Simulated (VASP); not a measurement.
Here is a VASP 6.6.1 calculation.

The input INCAR:

```
SYSTEM = GaN
PREC = Accurate ; ENCUT = 520
EDIFF = 1E-8 ; ISMEAR = 0
SIGMA = 0.01 ; LREAL = .FALSE.
LASPH = .TRUE. ; NELM = 100
ALGO = Normal ; ISIF = 2
LWAVE = .FALSE. ; LCHARG = .FALSE.
GGA = PE ; IBRION = 8
NSW = 1 ; LEPSILON = .TRUE.
```

File KPOINTS:

```
Automatic mesh
0
G
  6 6 4
  0 0 0
```

File POSCAR:

```
GaN
1.0
    3.2183571346      0.0000000000      0.0000000000
   -1.6091785673      2.7871790370      0.0000000000
    0.0000000000      0.0000000000      5.2431089459
Ga N
2 2
Direct
    0.6666666667      0.3333333333      0.4991348446
    0.3333333333      0.6666666667      0.9991348446
    0.6666666667      0.3333333333      0.8758651554
    0.3333333333      0.6666666667      0.3758651554
```

Potentials or basis: VASP PAW PBE potentials, release 64 (Ga_d, N).

Run with:

```sh
$ cat potpaw_PBE.64/Ga_d/POTCAR potpaw_PBE.64/N/POTCAR > POTCAR
$ mpirun -np 1 vasp_std > vasp.out
```

**Question.** Predict the electronic dielectric tensor (diagonal).

**Answer.** 6.57.

**Question.** What does it give for the Born charges (mean of the diagonal)?

**Answer.** Ga +2.70; N -2.70 e.

**Question.** Estimate the highest phonon frequency at Γ, LO-TO splitting left out.

**Answer.** 655 cm⁻¹.

Electronic dielectric tensor:
```
6.57 0.00 0.00
0.00 6.57 0.00
0.00 0.00 6.57
```

Caveat: the k points lie up to 0.38 Å⁻¹ apart.
